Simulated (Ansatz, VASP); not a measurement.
# Si5S: VASP beside Ansatz

```
Si S
1.0
     2.57936    0.00000    0.00000
    -1.28968    2.23379    0.00000
     0.00000    0.00000   16.34023
Si S
5 1
Direct
  0.66667 0.33333 0.81714
  0.33333 0.66667 0.66003
  0.66667 0.33333 0.50000
  0.33333 0.66667 0.33997
  0.66667 0.33333 0.18286
  0.33333 0.66667 0.00000
```

Change from the starting cell: species swapped into the CeMg5 type (P-6m2, No. 187).

Alike in both runs: functional PBE; k mesh 6 × 6 × 2; occupations gaussian, width 0.1 eV; no spin polarisation.

Ansatz relaxed the structure, and its values are those at the end. VASP's run is a single point on that final structure, the one shown.

```csv
,VASP,Ansatz
version,VASP 6.6.1,Ansatz 0.2.0
potentials or method,"VASP PAW PBE potentials, release 64 (Si, S), cutoff 520 eV","scalar-relativistic, plane waves, PAW"
valence electrons in the cell,26,26
```

|  | VASP | Ansatz | Ansatz less VASP |
| --- | --- | --- | --- |
| gap on the k mesh at the Fermi level (eV) | none | none | - |
| pressure (GPa) | 0.0 | 0.1 | +0.06 |
| rms of the force components (eV/Å) | 0.003 | 0.003 | +0.0005 |

A gap of «none» marks a metal or a gap that the smearing closes. With one functional, cell and mesh, what is left measures potentials, basis and numerics.

The k mesh is coarse, so the values compare programs but aren't converged.
